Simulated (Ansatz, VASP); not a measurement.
# PbS in VASP and in Ansatz

```
Pb S
1.0
     2.98386   -2.98289    0.00000
     2.98386    2.98289    0.00000
    -1.09868    0.00000   11.16784
Pb S
2 2
Direct
  0.22637 0.22637 0.37221
  0.77363 0.77363 0.62779
  0.72951 0.72951 0.38973
  0.27049 0.27049 0.61027
```

Alike in both runs: task single point; functional PBE; k mesh 1 × 1 × 1; occupations gaussian, width 0.1 eV; no spin polarisation.

|  | VASP | Ansatz |
| --- | --- | --- |
| version | VASP 6.6.1 | Ansatz 0.2.0 |
| potentials or method | VASP PAW PBE potentials, release 64 (Pb_d, S), cutoff 520 eV | scalar-relativistic, plane waves, PAW |
| valence electrons in the cell | 40 | 40 |

Ansatz gave:

* gap on the k mesh at the Fermi level (eV): 1.87
* least direct gap on the mesh (eV): 1.87
* rms of the force components (eV/Å): 1.107

Problem. Which values does VASP return?

Solution. gap on the k mesh at the Fermi level (eV): 1.87; least direct gap on the mesh (eV): 1.87; rms of the force components (eV/Å): 1.106.

Atom by atom the forces differ by 0.004 eV/Å (rms over components). The functional is the same, so the differences come from potentials, cutoffs and numerics.

Spin-orbit coupling is off throughout.
